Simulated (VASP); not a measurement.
A run of VASP 6.6.1:

Contents of INCAR:

```
SYSTEM = Os
ALGO     = Normal         ! electronic algorithm
EDIFF    = 1E-6           ! SCF threshold, eV
ENCUT    = 600            ! plane-wave cutoff, eV
GGA      = PS             ! functional
GGA_COMPAT= .FALSE.      
ISIF     = 2              ! what is computed and relaxed
ISMEAR   = 0              ! smearing method
LASPH    = .TRUE.         ! aspherical terms in the spheres
LCHARG   = .TRUE.         ! write CHGCAR
LELF     = .TRUE.         ! ELF
LREAL    = .FALSE.        ! projectors in reciprocal space
LVHAR    = .TRUE.       
LWAVE    = .FALSE.        ! write WAVECAR
NBANDS   = 10             ! bands
NELM     = 120            ! most SCF steps
PREC     = Accurate       ! precision mode
SIGMA    = 0.05           ! smearing width, eV
```

The input KPOINTS:

```
k-points
0
G
  18 18 18
  0 0 0
```

File POSCAR:

```
Os
1.0
    0.0000000000      1.9450000000      1.9450000000
    1.9450000000      0.0000000000      1.9450000000
    1.9450000000      1.9450000000      0.0000000000
Os
1
Direct
    0.0000000000      0.0000000000      0.0000000000
```

Potentials or basis: VASP PAW PBE potentials, release 64 (Os).

Run with:

```bash
$ cat potpaw_PBE.64/Os/POTCAR > POTCAR
$ mpirun -np 1 vasp_std > vasp.out
```

Hardware: 1 thread of Intel(R) Xeon(R) Platinum 8259CL CPU @ 2.50GHz (Skylake/Cascade Lake), with other jobs on the host.

Task: Estimate the wall time of this run.

Result: It took 28 s on 1 thread of Intel(R) Xeon(R) Platinum 8259CL CPU @ 2.50GHz (Skylake/Cascade Lake), with other jobs on the host, peak memory 0.17 GiB. Counts: scf iterations 12, k points 195.
